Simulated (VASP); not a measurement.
Crystal: Rh.

```
Rh
1.0
     2.69174    0.00000    0.00000
    -1.34587    2.33112    0.00000
     0.00000    0.00000    8.79807
Rh
4
Direct
  0.66667 0.33333 0.75000
  0.00000 0.00000 0.50000
  0.33333 0.66667 0.25000
  0.00000 0.00000 0.00000
```

Base run:

| Property | Result |
| --- | --- |
| Program | VASP 6.6.1 |
| Functional | r2SCAN |
| Potentials or basis | VASP PAW PBE potentials, release 64 (Rh_pv) |
| Cutoff | 520 eV |
| k mesh | 11 × 11 × 3 |
| Occupations | fermi-dirac, width 0.05 eV |
| Spin | no spin polarisation |

Its results: band gap on the k mesh zero (band 30 reaches 12.32 eV, above the bottom of band 31 at 10.61 eV); pressure 0.0 GPa.

Task: The run is repeated on the same cell with these changes: k mesh from 11 × 11 × 3 to 6 × 6 × 2. What comes out?

Result: Band gap on the k mesh zero (band 30 reaches 12.56 eV, above the bottom of band 31 at 10.46 eV); pressure 0.6 GPa.

Caveats: some runs use coarse meshes; the PAW data sets were made with another functional, which shifts forces and pressure a little.
